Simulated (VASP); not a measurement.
# Li2ZrN3 (P4/mmm) in VASP: a series of runs

The runs below take Li2ZrN3 through single point, relaxation of cell and atoms, with PBE.

Program: VASP 6.6.1. These are calculated values, not measurements. Logs are shortened: lines on timing, memory, paths and dates and some standing lists are left out, and cuts for length are marked.

## (1) The cell of the first run

Symmetry: P4/mmm, No. 123, tetragonal system. The conventional cell has a = 4.104 Å, b = 4.104 Å, c = 4.183 Å, α = 90.00°, β = 90.00°, γ = 90.00°. Within 2.7 Å of Li (site symmetry mmm) lie 6 N at 2.05 to 2.14 Å. Within 2.8 Å of Zr (site symmetry 4/mmm) lie 2 N at 2.09 Å. N (site symmetry 4mm) has 1 N at 1.21 Å within 1.6 Å. N (site symmetry 4/mmm) has 4 Li at 2.05 Å and 2 Zr at 2.09 Å within 2.7 Å.

The cell was generated, and may not be a known phase.

## (2) Single point, PBE

The input, INCAR:

```
SYSTEM = Li2ZrN3
ALGO     = Normal         ! electronic algorithm
EDIFF    = 1E-6           ! SCF threshold, eV
ENCUT    = 520            ! plane-wave cutoff, eV
GGA      = PE             ! functional
ISIF     = 2              ! what is computed and relaxed
ISMEAR   = 0              ! smearing method
LASPH    = .True.         ! aspherical terms in the spheres
LCHARG   = .False.        ! write CHGCAR
LREAL    = .False.        ! projectors in reciprocal space
LWAVE    = .False.        ! write WAVECAR
NBANDS   = 26             ! bands
NELM     = 80             ! most SCF steps
PREC     = Accurate       ! precision mode
SIGMA    = 0.1            ! smearing width, eV
```

The input, KPOINTS:

```
k-points
0
Gamma
  4 4 4
  0 0 0
```

The input, POSCAR:

```
Li2ZrN3
1.0
    4.1035803143      0.0000000000      0.0000000000
    0.0000000000      4.1035803143      0.0000000000
    0.0000000000      0.0000000000      4.1834792186
Li Zr N
2 1 3
Direct
    0.0000000000      0.5000000000      0.5000000000
    0.5000000000      0.0000000000      0.5000000000
    0.0000000000      0.0000000000      0.0000000000
    0.5000000000      0.5000000000      0.3553149968
    0.5000000000      0.5000000000      0.6446850032
    0.0000000000      0.0000000000      0.5000000000
```

Potentials or basis: VASP PAW PBE potentials, release 64 (Li_sv, Zr_sv, N).

Command:

```sh
cat potpaw_PBE.64/Li_sv/POTCAR potpaw_PBE.64/Zr_sv/POTCAR potpaw_PBE.64/N/POTCAR > POTCAR
mpirun -np 1 vasp_std > vasp.out
```

OUTCAR:

```text
SYSTEM = Li2ZrN3
   EDIFF = 1E-6
   ENCUT = 520
   GGA = PE
   ISIF = 2
   ISMEAR = 0
   LASPH = .True.
   LREAL = .False.
   NELM = 80
   PREC = Accurate

 ion  position               nearest neighbor table
   1  0.000  0.500  0.500-   6 2.05   6 2.05   4 2.14   5 2.14   4 2.14   5 2.14   3 2.93   3 2.93
                             3 2.93   3 2.93
   2  0.500  0.000  0.500-   6 2.05   6 2.05   4 2.14   4 2.14   5 2.14   5 2.14   3 2.93   3 2.93
                             3 2.93   3 2.93
   3  0.000  0.000  0.000-   6 2.09   6 2.09   1 2.93   1 2.93   2 2.93   2 2.93   1 2.93   1 2.93
                             2 2.93   2 2.93
   4  0.500  0.500  0.355-   5 1.21   2 2.14   1 2.14   2 2.14   1 2.14
   5  0.500  0.500  0.645-   4 1.21   2 2.14   1 2.14   2 2.14   1 2.14
   6  0.000  0.000  0.500-   1 2.05   2 2.05   1 2.05   2 2.05   3 2.09   3 2.09

  LATTYP: Found a simple tetragonal cell.
 ALAT       =     4.1035803143
 C/A-ratio  =     1.0194705350

  Lattice vectors:

 A1 = (   4.1035803143,   0.0000000000,   0.0000000000)
 A2 = (   0.0000000000,   4.1035803143,   0.0000000000)
 A3 = (   0.0000000000,   0.0000000000,   4.1834792186)

Analysis of symmetry for initial positions (statically):
=====================================================================
 Subroutine PRICEL returns:
 Original cell was already a primitive cell.

 Routine SETGRP: Setting up the symmetry group for a
 simple tetragonal supercell.

 Subroutine GETGRP returns: Found 16 space group operations
 (whereof 16 operations were pure point group operations)
 out of a pool of 16 trial point group operations.

The static configuration has the point symmetry D_4h.

Analysis of symmetry for dynamics (positions and initial velocities):
=====================================================================
 Subroutine PRICEL returns:
 Original cell was already a primitive cell.

 Routine SETGRP: Setting up the symmetry group for a
 simple tetragonal supercell.

 Subroutine GETGRP returns: Found 16 space group operations
 (whereof 16 operations were pure point group operations)
 out of a pool of 16 trial point group operations.

The dynamic configuration has the point symmetry D_4h.

 Subroutine INISYM returns: Found 16 space group operations
 (whereof 16 operations are pure point group operations),
 and found     1 'primitive' translations

----------------------------------------------------------------------------------------

                                     Primitive cell

  volume of cell :      70.4472

  direct lattice vectors                    reciprocal lattice vectors
     4.103580314  0.000000000  0.000000000     0.243689638  0.000000000  0.000000000
     0.000000000  4.103580314  0.000000000     0.000000000  0.243689638  0.000000000
     0.000000000  0.000000000  4.183479219     0.000000000  0.000000000  0.239035489

  length of vectors
     4.103580314  4.103580314  4.183479219     0.243689638  0.243689638  0.239035489

  position of ions in fractional coordinates (direct lattice)
     0.000000000  0.500000000  0.500000000
     0.500000000  0.000000000  0.500000000
     0.000000000  0.000000000  0.000000000
     0.500000000  0.500000000  0.355314997
     0.500000000  0.500000000  0.644685003
     0.000000000  0.000000000  0.500000000

  ion indices of the primitive-cell ions
   primitive index   ion index
                 1           1
                 2           2
                 3           3
                 4           4
                 5           5
                 6           6

----------------------------------------------------------------------------------------

 KPOINTS: k-points

Automatic generation of k-mesh.
 Grid dimensions read from file:
 generate k-points for:    4    4    4

 Generating k-lattice:

  Cartesian coordinates                     Fractional coordinates (reciprocal lattice)
     0.060922409  0.000000000  0.000000000     0.250000000  0.000000000  0.000000000
     0.000000000  0.060922409  0.000000000     0.000000000  0.250000000  0.000000000
[... 46 lines left out ...]
 maximum number of plane-waves:      1912
 NGX is ok and might be reduce to    32
   NGX = 15   NGY = 15   NGZ = 15

 number of electron      32.9999995 magnetization

 Free energy of the ion-electron system (eV)
  ---------------------------------------------------
  ext. energy  EPLUGINS =         0.00000000
  ---------------------------------------------------
  free energy    TOTEN  =       -38.32575499 eV

  energy without entropy =      -38.32228792  energy(sigma->0) =      -38.32402145

 E-fermi :   5.2529     XC(G=0): -10.2198

 val. band max:        5.0784716248   @ k =   0.5000   0.0000   0.0000
 cond. band min:       5.3068644130   @ k =   0.2500   0.0000   0.5000
 fundamental gap:      0.2283927881
 Fermi energy:         5.2528961671

 k-point     1 :       0.0000    0.0000    0.0000
  band No.  band energies     occupation
      1     -44.1016      2.00000
      2     -39.7060      2.00000
      3     -39.6738      2.00000
      4     -22.2363      2.00000
      5     -22.2363      2.00000
      6     -21.9644      2.00000
[... 18 lines left out ...]
     25      13.4606      0.00000
     26      14.4103      0.00000

 k-point     2 :       0.2500    0.0000    0.0000
  band No.  band energies     occupation
      1     -44.1007      2.00000
      2     -39.7011      2.00000
      3     -39.6784      2.00000
      4     -22.2558      2.00000
      5     -22.2347      2.00000
      6     -21.9623      2.00000
[... 18 lines left out ...]
     25      13.7584      0.00000
     26      14.5547      0.00000

 k-point     3 :       0.5000    0.0000    0.0000
  band No.  band energies     occupation
      1     -44.0998      2.00000
      2     -39.6901      2.00000
      3     -39.6890      2.00000
      4     -22.2752      2.00000
      5     -22.2330      2.00000
      6     -21.9602      2.00000
[... 398 lines left out ...]
 k-point    17 :       0.5000    0.2500    0.5000
  band No.  band energies     occupation
      1     -44.0965      2.00000
      2     -39.6894      2.00000
      3     -39.6892      2.00000
      4     -22.2674      2.00000
      5     -22.2462      2.00000
      6     -22.0805      2.00000
[... 18 lines left out ...]
     25      13.6824      0.00000
     26      14.4324      0.00000

 k-point    18 :       0.5000    0.5000    0.5000
  band No.  band energies     occupation
      1     -44.0957      2.00000
      2     -39.6889      2.00000
      3     -39.6889      2.00000
      4     -22.2653      2.00000
      5     -22.2653      2.00000
      6     -22.0801      2.00000
[... 18 lines left out ...]
     25      13.3571      0.00000
     26      13.4207      0.00000

------------------------ aborting loop because EDIFF is reached ----------------------------------------

  FORCE on cell =-STRESS in cart. coord.  units (eV):
  Direction    XX          YY          ZZ          XY          YZ          ZX
  --------------------------------------------------------------------------------------
  -------------------------------------------------------------------------------------
  Total       -0.1101351     -0.1101351      0.3730288      0.0000000      0.0000000      0.0000000
  in kB       -2.5047994     -2.5047994      8.4837804      0.0000000      0.0000000      0.0000000
  external PRESSURE =       1.1580606 kB  Pullay stress =       0.0000000 kB

 VOLUME and BASIS-vectors are now :
 -----------------------------------------------------------------------------
  energy-cutoff  :      520.00
  volume of cell :       70.45
      direct lattice vectors                 reciprocal lattice vectors
     4.103580314  0.000000000  0.000000000     0.243689638  0.000000000  0.000000000
     0.000000000  4.103580314  0.000000000     0.000000000  0.243689638  0.000000000
     0.000000000  0.000000000  4.183479219     0.000000000  0.000000000  0.239035489

 POSITION                                       TOTAL-FORCE (eV/Angst)
 -----------------------------------------------------------------------------------
      0.00000      2.05179      2.09174         0.000000     -0.000000      0.000000
      2.05179      0.00000      2.09174         0.000000     -0.000000      0.000000
      0.00000      0.00000      0.00000         0.000000     -0.000000      0.000000
      2.05179      2.05179      1.48645        -0.000000      0.000000     -0.393334
      2.05179      2.05179      2.69703         0.000000      0.000000      0.393334
      0.00000      0.00000      2.09174         0.000000     -0.000000      0.000000
 -----------------------------------------------------------------------------------
    total drift:                                0.000000     -0.000000      0.000000

  FREE ENERGIE OF THE ION-ELECTRON SYSTEM (eV)
  ---------------------------------------------------
  free  energy   TOTEN  =       -38.3257549864 eV

  energy  without entropy=      -38.3222879234  energy(sigma->0) =      -38.32402145
```

It took 63 s on 1 thread of Intel Xeon 8259CL, shared host; peak memory 0.15 GiB.

Results:

```
Free energy            : -38.3258 eV
Largest force          : 0.393 eV/Å
Band gap on the k mesh : zero (an odd number of electrons rules out a gap without spin polarisation)
```

Forces in eV/Å, atoms in the order of the input:
```
Li   0.000  0.000  0.000
Li   0.000  0.000  0.000
Zr   0.000  0.000  0.000
N    0.000  0.000 -0.393
N    0.000  0.000  0.393
N    0.000  0.000  0.000
```

Levels at points of the mesh, in eV from the Fermi level:
| k point | band 13 | band 14 | band 15 | band 16 | band 17 | band 18 | band 19 | band 20 |
| --- | --- | --- | --- | --- | --- | --- | --- | --- |
| (0.00, 0.00, 0.00) | -1.68 | -1.68 | -0.70 | -0.48 | 0.49 | 0.50 | 0.50 | 1.72 |
| (0.50, 0.00, 0.00) | -2.28 | -1.75 | -1.10 | -0.17 | 0.85 | 1.27 | 1.48 | 1.54 |
| (0.50, 0.50, 0.00) | -1.17 | -1.17 | -0.83 | -0.83 | -0.54 | 1.59 | 2.11 | 2.77 |
| (0.00, 0.00, 0.50) | -4.35 | -2.70 | -2.70 | -0.59 | -0.23 | 0.70 | 0.70 | 1.86 |
| (0.50, 0.00, 0.50) | -4.52 | -3.40 | -2.68 | -2.09 | -0.33 | 1.87 | 2.82 | 3.21 |
| (0.50, 0.50, 0.50) | -4.31 | -2.27 | -2.27 | -0.94 | -0.94 | 1.29 | 2.22 | 3.61 |

Caveat: the k points lie up to 0.38 Å⁻¹ apart, too coarse for converged energies and pressures of a metal; the cutoff is under 1.25 times the usual one of these potentials, so pressure, stress and relaxed cells hold a basis-set (Pulay) error; the standard files for N, O and F lose accuracy on very short bonds; an odd number of electrons without spin polarisation forces a metal; a magnetic or distorted state may lie lower.

## (3) Single point, PBE

This run uses another cell than the first one, of 14.34 Å³/atom.

The input, INCAR:

```
PREC = Accurate
ENCUT = 520
EDIFF = 1E-7
ISMEAR = 0
SIGMA = 0.1
LREAL = False
LASPH = True
NELM = 60
ALGO = Normal
ISIF = 2
LWAVE = False
LCHARG = False
GGA = PE
NBANDS = 26
```

The input, KPOINTS:

```
regular mesh
0
Gamma
  4 4 4
```

The input, POSCAR:

```
Li2ZrN3
1.0
    4.0780805200      0.0000000000      0.0000000000
    0.0000000000      4.0780805200      0.0000000000
    0.0000000000      0.0000000000      5.1732266900
Li Zr N
2 1 3
Direct
    0.0000000000      0.5000000000      0.5000000000
    0.5000000000      0.0000000000      0.5000000000
    0.0000000000      0.0000000000      0.0000000000
    0.5000000000      0.5000000000      0.3203190500
    0.5000000000      0.5000000000      0.6796809500
    0.0000000000      0.0000000000      0.5000000000
```

Potentials or basis: VASP PAW PBE potentials, release 64 (Li_sv, Zr_sv, N).

Command:

```sh
cat potpaw_PBE.64/Li_sv/POTCAR potpaw_PBE.64/Zr_sv/POTCAR potpaw_PBE.64/N/POTCAR > POTCAR
mpirun -np 1 vasp_std > vasp.out
```

It took 92 s on 1 thread of Intel Xeon 8259CL, shared host; peak memory 0.17 GiB.

The run converged. Its results:

| Property | Result |
| --- | --- |
| Free energy | -32.5098 eV |
| Largest force | 2.026 eV/Å |
| Band gap on the k mesh | zero (an odd number of electrons rules out a gap without spin polarisation) |

Forces on the atoms (eV/Å):
```
Li   0.000  0.000  0.000
Li   0.000  0.000  0.000
Zr   0.000  0.000  0.000
N    0.000  0.000  2.026
N    0.000  0.000 -2.026
N    0.000  0.000  0.000
```

Levels at points of the mesh, in eV from the Fermi level:
```
           k point  band 14  band 15  band 16  band 17  band 18  band 19
(0.00, 0.00, 0.00)    -0.49    -0.26    -0.26    -0.07    -0.07     0.67
(0.50, 0.00, 0.00)    -1.19    -0.83     0.31     0.31     0.55     0.58
(0.50, 0.50, 0.00)    -1.38    -1.05     0.49     0.49     1.15     1.69
(0.00, 0.00, 0.50)    -0.95    -0.52    -0.17    -0.17    -0.05    -0.05
(0.50, 0.00, 0.50)    -1.61    -1.39    -1.33    -0.64     1.17     1.49
(0.50, 0.50, 0.50)    -1.19    -1.19     0.01     0.44     0.44     1.70
```

Caveat: the k points lie up to 0.39 Å⁻¹ apart, too coarse for converged energies and pressures of a metal; the cutoff is under 1.25 times the usual one of these potentials, so pressure, stress and relaxed cells hold a basis-set (Pulay) error; an odd number of electrons without spin polarisation forces a metal; a magnetic or distorted state may lie lower.

## (4) Relaxation of cell and atoms, PBE

This run uses another cell than the first one, of 14.34 Å³/atom.

The input, INCAR:

```
SYSTEM = Li2ZrN3
ALGO = Normal
EDIFF = 1E-7
EDIFFG = -0.04
ENCUT = 600
GGA = PE
IBRION = 2
ISIF = 3
ISMEAR = 0
LASPH = .TRUE.
LCHARG = .FALSE.
LREAL = .FALSE.
LWAVE = .FALSE.
NELM = 60
NSW = 90
PREC = Accurate
SIGMA = 0.1
```

The input, KPOINTS:

```
k-points
0
G
  4 4 4
  0 0 0
```

POSCAR is that of step 3.

Command:

```sh
cat potpaw_PBE.64/Li_sv/POTCAR potpaw_PBE.64/Zr_sv/POTCAR potpaw_PBE.64/N/POTCAR > POTCAR
mpirun -np 1 vasp_std > vasp.out
```

It took 17 min on 1 thread of Intel Xeon 8259CL, shared host; peak memory 0.23 GiB.

It converged, with:

| Quantity | Value |
| --- | --- |
| Free energy | -38.3594 eV |
| Relaxed volume | 11.62 Å³/atom |
| Relaxed cell | a = 4.084 Å, b = 4.084 Å, c = 4.181 Å, α = 90.00°, β = 90.00°, γ = 90.00° |
| Space group after relaxing (to 0.1 Å) | P4/mmm (No. 123) |
| Energy gained by relaxing | 974.2 meV/atom |
| Ionic steps | 18 |
| Pressure after relaxing | 0.0 GPa |
| Largest force after relaxing | 0.014 eV/Å |
| Band gap on the k mesh | zero (an odd number of electrons rules out a gap without spin polarisation) |

Forces in eV/Å, atoms in the order of the input:
```
Li   0.000  0.000  0.000
Li   0.000  0.000  0.000
Zr   0.000  0.000  0.000
N    0.000  0.000 -0.014
N    0.000  0.000  0.014
N    0.000  0.000  0.000
```

Stress tensor (GPa, compression positive):
```
 0.14  0.00  0.00
 0.00  0.14  0.00
 0.00  0.00 -0.17
```

Step by step:
| step | energy change (eV) | largest force (eV/Å) | pressure (GPa) | volume (Å³) |
| --- | --- | --- | --- | --- |
| 1 | 0.0000 | 2.0283 | -23.75 | 86.03 |
| 2 | -5.5514 | 2.3227 | 5.70 | 61.43 |
| 3 | -5.5517 | 2.3707 | 5.45 | 61.49 |
| 4 | -3.8898 | 23.6240 | 36.83 | 62.73 |
| 5 | -5.6012 | 1.6868 | 6.77 | 61.61 |
| 6 | -5.6267 | 1.0547 | 7.87 | 61.69 |
| 7 | -5.6417 | 0.2699 | 10.03 | 61.83 |
| 8 | -5.8048 | 1.3846 | 3.12 | 67.42 |
| 9 | -5.8047 | 1.4174 | 3.01 | 67.53 |
| 10 | -5.5829 | 3.8675 | -8.14 | 70.65 |
| 11 | -5.8237 | 0.2119 | 0.18 | 68.15 |
| 12 | -5.8238 | 0.1324 | 0.33 | 68.12 |
| 13 | -5.8425 | 0.1278 | 0.59 | 68.80 |
| 14 | -5.8432 | 0.1270 | 0.66 | 68.96 |
| 15 | -5.8446 | 0.1950 | 0.66 | 69.38 |
| 16 | -5.8446 | 0.1912 | 0.66 | 69.38 |
| 17 | -5.8453 | 0.0644 | 0.21 | 69.62 |
| 18 | -5.8453 | 0.0139 | 0.04 | 69.72 |

Final structure:
```yaml
crystal:
  lattice:
    - [4.08359, 0.00000, 0.00000]
    - [0.00000, 4.08359, 0.00000]
    - [0.00000, 0.00000, 4.18078]
  atoms:
    - { symbol: Li, position: [0.00000, 0.50000, 0.50000] }
    - { symbol: Li, position: [0.50000, 0.00000, 0.50000] }
    - { symbol: Zr, position: [0.00000, 0.00000, 0.00000] }
    - { symbol: N, position: [0.50000, 0.50000, 0.35427] }
    - { symbol: N, position: [0.50000, 0.50000, 0.64573] }
    - { symbol: N, position: [0.00000, 0.00000, 0.50000] }
```

Levels at points of the mesh, in eV from the Fermi level:
```
           k point  band 13  band 14  band 15  band 16  band 17  band 18  band 19  band 20
(0.00, 0.00, 0.00)    -1.63    -1.63    -0.67    -0.46     0.49     0.49     0.57     1.76
(0.50, 0.00, 0.00)    -2.26    -1.71    -1.10    -0.13     0.88     1.27     1.59     1.61
(0.50, 0.50, 0.00)    -1.10    -1.10    -0.85    -0.85    -0.51     1.65     2.17     2.86
(0.00, 0.00, 0.50)    -4.34    -2.64    -2.64    -0.58    -0.18     0.69     0.69     1.90
(0.50, 0.00, 0.50)    -4.52    -3.38    -2.63    -2.10    -0.34     1.91     2.90     3.25
(0.50, 0.50, 0.50)    -4.29    -2.19    -2.19    -0.95    -0.95     1.33     2.28     3.71
```

Caveat: the k points lie up to 0.38 Å⁻¹ apart in the final cell, too coarse for converged energies and pressures of a metal; the cutoff is under 1.25 times the usual one of these potentials, so pressure, stress and relaxed cells hold a basis-set (Pulay) error; the volume moved by over 15 % at a fixed basis, so the end points are rough; an odd number of electrons without spin polarisation forces a metal; a magnetic or distorted state may lie lower.

## (5) Overview

```tsv
task	cell	cutoff (eV)	gap on the mesh (eV)	largest force (eV/Å)
single point	a = 4.104, b = 4.104, c = 4.183 Å, 6 atoms, atomic positions A	520	none	0.39
single point	a = 4.078, b = 4.078, c = 5.173 Å, 6 atoms, atomic positions B	520	none	2.03
relaxation of cell and atoms	relaxed from a = 4.078, b = 4.078, c = 5.173 Å, 6 atoms, atomic positions B	600	none	0.01
```

Alike in all rows: level PBE; potentials or basis VASP PAW PBE potentials, release 64 (Li_sv, Zr_sv, N); no spin polarisation; k mesh 4 × 4 × 4; smearing gaussian 0.1 eV.

Caveats: all runs use coarse meshes; the cutoff is under 1.25 times the usual one of these potentials, so pressure, stress and relaxed cells hold a basis-set (Pulay) error; an odd number of electrons without spin polarisation forces a metal; a magnetic or distorted state may lie lower; the standard files for N, O and F lose accuracy on very short bonds (at least some runs); the volume moved by over 15 % at a fixed basis, so the end points are rough (at least some runs).

Total energies depend on the potentials used, so only differences within one code and one set of settings carry meaning.

The gap in the log of VASP goes by the Fermi energy; the results here count the filled bands.